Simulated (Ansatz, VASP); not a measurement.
## Na: VASP beside Ansatz

POSCAR

```
Na
1.0
   -2.1175000000      2.1175000000      2.1175000000
    2.1175000000     -2.1175000000      2.1175000000
    2.1175000000      2.1175000000     -2.1175000000
Na
1
Direct
    0.0000000000      0.0000000000      0.0000000000
```

The input INCAR.step1:

```
PREC     = Accurate       # precision mode
ENCUT    = 520            # plane-wave cutoff, eV
ISMEAR   = 0              # smearing method
SIGMA    = 0.15           # smearing width, eV
LREAL    = False          # projectors in reciprocal space
LASPH    = True           # aspherical terms in the spheres
NELM     = 100            # most SCF steps
NBANDS   = 10             # bands
GGA      = PE             # functional
ALGO     = Normal         # electronic algorithm
EDIFF    = 1E-4           # SCF threshold, eV
LWAVE    = True           # write WAVECAR
LCHARG   = False          # write CHGCAR
```

Contents of INCAR.step2:

```
PREC     = Accurate       # precision mode
ENCUT    = 520            # plane-wave cutoff, eV
EDIFF    = 1E-7           # SCF threshold, eV
ISMEAR   = 0              # smearing method
SIGMA    = 0.15           # smearing width, eV
LREAL    = False          # projectors in reciprocal space
LASPH    = True           # aspherical terms in the spheres
NELM     = 100            # most SCF steps
ALGO     = Normal         # electronic algorithm
ISIF     = 2              # what is computed and relaxed
LWAVE    = False          # write WAVECAR
LCHARG   = False          # write CHGCAR
METAGGA  = R2SCAN         # meta-GGA
LMIXTAU  = True         
NBANDS   = 10             # bands
ISTART   = 1
```

KPOINTS

```
Automatic mesh
0
Gamma
  18 18 18
```

Input for Ansatz:

```yaml
crystal:
  lattice:
    - [-2.1175, 2.1175, 2.1175]
    - [2.1175, -2.1175, 2.1175]
    - [2.1175, 2.1175, -2.1175]
  atoms:
    - { symbol: Na, position: [0.0, 0.0, 0.0] }
basis:
  ecutwfc: 500
kpoints:
  mp_grid: { grid: [18, 18, 18] }
hamiltonian:
  xc: r2scan
scf:
  occupations: { method: gaussian, width: 0.15 }
output:
  forces: true
  stress: true
  eigenvalues: true
```

Alike in both runs: task single point; functional r2SCAN; k mesh 18 × 18 × 18; occupations gaussian, width 0.15 eV; no spin polarisation.

|  | VASP | Ansatz |
| --- | --- | --- |
| version | VASP 6.6.1 | Ansatz 0.2.0 |
| potentials or method | VASP PAW PBE potentials, release 64 (Na_pv), cutoff 520 eV | scalar-relativistic, plane waves, PAW |
| valence electrons in the cell | 7 | 9 |

|  | VASP | Ansatz | Ansatz less VASP |
| --- | --- | --- | --- |
| gap on the k mesh at the Fermi level (eV) | none | none | - |
| pressure (GPa) | 0.0 | -0.1 | -0.09 |

VASP's potentials were made for PBE, not for r2SCAN. A gap of «none» marks a metal or a gap that the smearing closes. VASP's potentials hold 7 valence electrons a cell and Ansatz's 9, so a difference there can come from the potentials and not from the codes.
